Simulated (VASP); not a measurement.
# KF (Fm-3m) in VASP: single point with PBE

Aim: the single point of KF with PBE.

All numbers are computed with VASP 6.6.1; they aren't measurements. Logs are shortened: lines on timing, memory, paths and dates and some standing lists are left out, and cuts for length are marked.

## 1. The cell of the first run

The structure is cubic, space group Fm-3m (No. 225). Conventional cell: a = 5.318 Å, b = 5.318 Å, c = 5.318 Å, α = 90.00°, β = 90.00°, γ = 90.00°. Within 3.5 Å of K (site symmetry m-3m) lie 6 F at 2.66 Å. Within 3.5 Å of F (site symmetry m-3m) lie 6 K at 2.66 Å.

## 2. Single point, PBE

INCAR reads:

```
SYSTEM = KF
PREC = Accurate
ENCUT = 600
EDIFF = 1E-6
ISMEAR = 0
SIGMA = 0.01
LREAL = .False.
LASPH = .True.
NELM = 120
ALGO = Normal
ISIF = 2
LWAVE = .False.
LCHARG = .True.
GGA = PE
LELF = .True.
LVHAR = .True.
NBANDS = 15
GGA_COMPAT = .False.
```

KPOINTS reads:

```
regular mesh
0
Gamma
  6 6 6
  0 0 0
```

POSCAR reads:

```
KF
1.0
    0.0000000000      2.6589605635      2.6589605635
    2.6589605635      0.0000000000      2.6589605635
    2.6589605635      2.6589605635      0.0000000000
K F
1 1
Direct
    0.0000000000      0.0000000000      0.0000000000
    0.5000000000      0.5000000000      0.5000000000
```

Potentials or basis: VASP PAW PBE potentials, release 64 (K_sv, F).

The run is started by

```sh
> cat potpaw_PBE.64/K_sv/POTCAR potpaw_PBE.64/F/POTCAR > POTCAR
> mpirun -np 1 vasp_std > vasp.out
```

OUTCAR:

```text
SYSTEM = KF
   PREC = Accurate
   ENCUT = 600
   EDIFF = 1E-6
   ISMEAR = 0
   LREAL = .False.
   LASPH = .True.
   NELM = 120
   ISIF = 2
   GGA = PE

 ion  position               nearest neighbor table
   1  0.000  0.000  0.000-   2 2.66   2 2.66   2 2.66   2 2.66   2 2.66   2 2.66
   2  0.500  0.500  0.500-   1 2.66   1 2.66   1 2.66   1 2.66   1 2.66   1 2.66

  LATTYP: Found a face centered cubic cell.
 ALAT       =     5.3179211270

  Lattice vectors:

 A1 = (   0.0000000000,   2.6589605635,   2.6589605635)
 A2 = (   2.6589605635,   0.0000000000,   2.6589605635)
 A3 = (   2.6589605635,   2.6589605635,   0.0000000000)

Analysis of symmetry for initial positions (statically):
=====================================================================
 Subroutine PRICEL returns:
 Original cell was already a primitive cell.

 Routine SETGRP: Setting up the symmetry group for a
 face centered cubic supercell.

 Subroutine GETGRP returns: Found 48 space group operations
 (whereof 48 operations were pure point group operations)
 out of a pool of 48 trial point group operations.

The static configuration has the point symmetry O_h .

Analysis of symmetry for dynamics (positions and initial velocities):
=====================================================================
 Subroutine PRICEL returns:
 Original cell was already a primitive cell.

 Routine SETGRP: Setting up the symmetry group for a
 face centered cubic supercell.

 Subroutine GETGRP returns: Found 48 space group operations
 (whereof 48 operations were pure point group operations)
 out of a pool of 48 trial point group operations.

The dynamic configuration has the point symmetry O_h .

 Subroutine INISYM returns: Found 48 space group operations
 (whereof 48 operations are pure point group operations),
 and found     1 'primitive' translations

----------------------------------------------------------------------------------------

                                     Primitive cell

  volume of cell :      37.5981

  direct lattice vectors                    reciprocal lattice vectors
     0.000000000  2.658960563  2.658960563    -0.188043406  0.188043406  0.188043406
     2.658960563  0.000000000  2.658960563     0.188043406 -0.188043406  0.188043406
     2.658960563  2.658960563  0.000000000     0.188043406  0.188043406 -0.188043406

  length of vectors
     3.760338091  3.760338091  3.760338091     0.325700733  0.325700733  0.325700733

  position of ions in fractional coordinates (direct lattice)
     0.000000000  0.000000000  0.000000000
     0.500000000  0.500000000  0.500000000

  ion indices of the primitive-cell ions
   primitive index   ion index
                 1           1
                 2           2

----------------------------------------------------------------------------------------

 KPOINTS: regular mesh

Automatic generation of k-mesh.
 Grid dimensions read from file:
 generate k-points for:    6    6    6

 Generating k-lattice:

  Cartesian coordinates                     Fractional coordinates (reciprocal lattice)
    -0.031340568  0.031340568  0.031340568     0.166666667  0.000000000  0.000000000
     0.031340568 -0.031340568  0.031340568     0.000000000  0.166666667  0.000000000
     0.031340568  0.031340568 -0.031340568     0.000000000  0.000000000  0.166666667

  Length of vectors
     0.054283455  0.054283455  0.054283455

  Shift w.r.t. Gamma in fractional coordinates (k-lattice)
     0.000000000  0.000000000  0.000000000

 Subroutine IBZKPT returns following result:
 ===========================================

 Found     16 irreducible k-points:

 Following reciprocal coordinates:
            Coordinates               Weight
  0.000000  0.000000  0.000000      1.000000
  0.166667  0.000000  0.000000      8.000000
  0.333333  0.000000  0.000000      8.000000
  0.500000  0.000000  0.000000      4.000000
  0.166667  0.166667  0.000000      6.000000
  0.333333  0.166667  0.000000     24.000000
[... 8 lines left out ...]
 -0.333333  0.333333  0.166667     24.000000
 -0.333333  0.500000  0.166667     12.000000
   k-points           NKPTS =     16   k-points in BZ     NKDIM =     16   number of bands    NBANDS=     15
   number of dos      NEDOS =    301   number of ions     NIONS =      2
   total plane-waves  NPLWV =  27000
   dimension x,y,z NGX =    30 NGY =   30 NGZ =   30
   dimension x,y,z NGXF=    60 NGYF=   60 NGZF=   60
   ions per type =               1   1
   NGX,Y,Z   is equivalent  to a cutoff of  13.26, 13.26, 13.26 a.u.
   NGXF,Y,Z  is equivalent  to a cutoff of  26.53, 26.53, 26.53 a.u.
 SYSTEM =  KF
   PREC   = accura    normal or accurate (medium, high low for compatibility)
   ISTART =      0    job   : 0-new  1-cont  2-samecut
   ICHARG =      2    charge: 1-file 2-atom 10-const
   ISPIN  =      1    spin polarized calculation?
   LNONCOLLINEAR =      F non collinear calculations
   LSORBIT =      F    spin-orbit coupling
   LASPH  =      T    aspherical Exc in radial PAW
   ENCUT  =  600.0 eV  44.10 Ry    6.64 a.u.   7.51  7.51  7.51*2*pi/ulx,y,z
   NELM   =    120;   NELMIN=  2; NELMDL= -5     # of ELM steps
   EDIFF  = 0.1E-05   stopping-criterion for ELM
   LREAL  =      F    real-space projection
   EDIFFG = 0.1E-04   stopping-criterion for IOM
   NSW    =      0    number of steps for IOM
   IBRION =     -1    ionic relax: 0-MD 1-quasi-New 2-CG
   NFREE  =      0    steps in history (QN), initial steepest desc. (CG)
   ISIF   =      2    stress and relaxation
   ISYM   =      2    0-nonsym 1-usesym 2-fastsym
   POTIM  = 0.5000    time-step for ionic-motion
   TEBEG  =    0.0;   TEEND  =   0.0 temperature during run
   PSTRESS=    0.0 pullay stress
   NELECT =      16.0000    total number of electrons
   NUPDOWN=      -1.0000    fix difference up-down
   EMIN   =  10.00;   EMAX   =-10.00  energy-range for DOS
   EFERMI =   0.00;   METHOD = LEGACY
   ISMEAR =     0;   SIGMA  =   0.01  broadening in eV -4-tet -1-fermi 0-gaus
   EFERMI_NEDOS =   21; number of points for ismear=-14 and -15
   IALGO  =     38    algorithm
   IMIX   =      4    mixing-type and parameters
     AMIX     =   0.40;   BMIX     =  1.00
     AMIX_MAG =   1.60;   BMIX_MAG =  1.00
  volume/ion in A,a.u.               =      18.80       126.86
  Fermi-wavevector in a.u.,A,eV,Ry     =   1.231382  2.326975 20.630548  1.516303
  Thomas-Fermi vector in A             =   2.366194
   LORBIT       =      0    0 simple, 1 ext, 2 COOP (PROOUT), +10 PAW based schemes
   GGA     = PE    functional components
   LHFCALC =     F    Hartree Fock is set to
   AEXX    =    0.0000 exact exchange contribution
   IVDW    =     0    specifies the selected vdW correction
   LEPSILON=     F    determine dielectric tensor
   LRPA    =     F    only Hartree local field effects (RPA)
 non-spin polarized calculation
 Gauss-broadening in eV      SIGMA  =   0.01
  energy-cutoff  :      600.00
  volume of cell :       37.60
 maximum number of plane-waves:      1278
   NGX = 15   NGY = 15   NGZ = 15

 number of electron      16.0000001 magnetization

 Free energy of the ion-electron system (eV)
  ---------------------------------------------------
  ext. energy  EPLUGINS =         0.00000000
  ---------------------------------------------------
  free energy    TOTEN  =        -8.28546949 eV

  energy without entropy =       -8.28546949  energy(sigma->0) =       -8.28546949

 E-fermi :  -2.6430     XC(G=0):  -8.4696

 val. band max:       -2.7671935103   @ k =   0.0000   0.0000   0.0000
 cond. band min:       3.4767583885   @ k =   0.0000   0.0000   0.0000
 fundamental gap:      6.2439518988
 Fermi energy:        -2.6430050850

 k-point     1 :       0.0000    0.0000    0.0000
  band No.  band energies     occupation
      1     -28.8631      2.00000
      2     -21.4321      2.00000
      3     -12.1031      2.00000
      4     -12.1031      2.00000
      5     -12.1031      2.00000
      6      -2.7672      2.00000
      7      -2.7672      2.00000
      8      -2.7672      2.00000
      9       3.4768      0.00000
     10       7.9542      0.00000
     11       7.9542      0.00000
     12       7.9542      0.00000
     13       9.6456      0.00000
     14       9.6456      0.00000
     15      14.2698      0.00000

 k-point     2 :       0.1667    0.0000    0.0000
  band No.  band energies     occupation
      1     -28.8380      2.00000
      2     -21.4556      2.00000
      3     -12.1748      2.00000
      4     -12.1126      2.00000
      5     -12.1126      2.00000
      6      -3.0046      2.00000
      7      -2.8600      2.00000
      8      -2.8600      2.00000
      9       4.2286      0.00000
     10       7.5728      0.00000
     11       8.3206      0.00000
     12       8.3206      0.00000
     13       9.9097      0.00000
     14       9.9097      0.00000
     15      15.4930      0.00000

 k-point     3 :       0.3333    0.0000    0.0000
  band No.  band energies     occupation
      1     -28.7872      2.00000
      2     -21.5031      2.00000
      3     -12.3160      2.00000
      4     -12.1313      2.00000
      5     -12.1313      2.00000
      6      -3.4020      2.00000
      7      -3.0393      2.00000
      8      -3.0393      2.00000
      9       5.7844      0.00000
     10       7.3813      0.00000
     11       9.0548      0.00000
     12       9.0548      0.00000
     13      10.7534      0.00000
     14      10.7534      0.00000
     15      15.1545      0.00000
[... 199 lines left out ...]
 k-point    15 :      -0.3333    0.3333    0.1667
  band No.  band energies     occupation
      1     -28.7428      2.00000
      2     -21.4904      2.00000
      3     -12.4693      2.00000
      4     -12.4191      2.00000
      5     -12.1874      2.00000
      6      -3.2539      2.00000
      7      -2.9987      2.00000
      8      -2.9769      2.00000
      9       6.8537      0.00000
     10       7.1933      0.00000
     11       8.7551      0.00000
     12      10.5167      0.00000
     13      11.1385      0.00000
     14      12.3806      0.00000
     15      12.8725      0.00000

 k-point    16 :      -0.3333    0.5000    0.1667
  band No.  band energies     occupation
      1     -28.7373      2.00000
      2     -21.4715      2.00000
      3     -12.5971      2.00000
      4     -12.4159      2.00000
      5     -12.2257      2.00000
      6      -3.0936      2.00000
      7      -2.9564      2.00000
      8      -2.8834      2.00000
      9       6.2070      0.00000
     10       7.9298      0.00000
     11       8.2594      0.00000
     12      10.8526      0.00000
     13      11.5599      0.00000
     14      12.4490      0.00000
     15      12.6875      0.00000

------------------------ aborting loop because EDIFF is reached ----------------------------------------

  FORCE on cell =-STRESS in cart. coord.  units (eV):
  Direction    XX          YY          ZZ          XY          YZ          ZX
  --------------------------------------------------------------------------------------
  -------------------------------------------------------------------------------------
  Total        0.4534070      0.4534070      0.4534070      0.0000000      0.0000000      0.0000000
  in kB       19.3211548     19.3211548     19.3211548      0.0000000      0.0000000      0.0000000
  external PRESSURE =      19.3211548 kB  Pullay stress =       0.0000000 kB

 VOLUME and BASIS-vectors are now :
 -----------------------------------------------------------------------------
  energy-cutoff  :      600.00
  volume of cell :       37.60
      direct lattice vectors                 reciprocal lattice vectors
     0.000000000  2.658960563  2.658960563    -0.188043406  0.188043406  0.188043406
     2.658960563  0.000000000  2.658960563     0.188043406 -0.188043406  0.188043406
     2.658960563  2.658960563  0.000000000     0.188043406  0.188043406 -0.188043406

 POSITION                                       TOTAL-FORCE (eV/Angst)
 -----------------------------------------------------------------------------------
      0.00000      0.00000      0.00000        -0.000000     -0.000000     -0.000000
      2.65896      2.65896      2.65896         0.000000      0.000000      0.000000
 -----------------------------------------------------------------------------------
    total drift:                                0.000000      0.000000      0.000000

  FREE ENERGIE OF THE ION-ELECTRON SYSTEM (eV)
  ---------------------------------------------------
  free  energy   TOTEN  =        -8.2854694894 eV

  energy  without entropy=       -8.2854694894  energy(sigma->0) =       -8.28546949
```

It took 14 s on 1 thread of Intel Xeon 6975P-C, shared host; peak memory 0.17 GiB.

Results:

* Free energy: -8.2855 eV
* Pressure: 1.9 GPa
* Band gap on the k mesh: 6.24 eV, direct
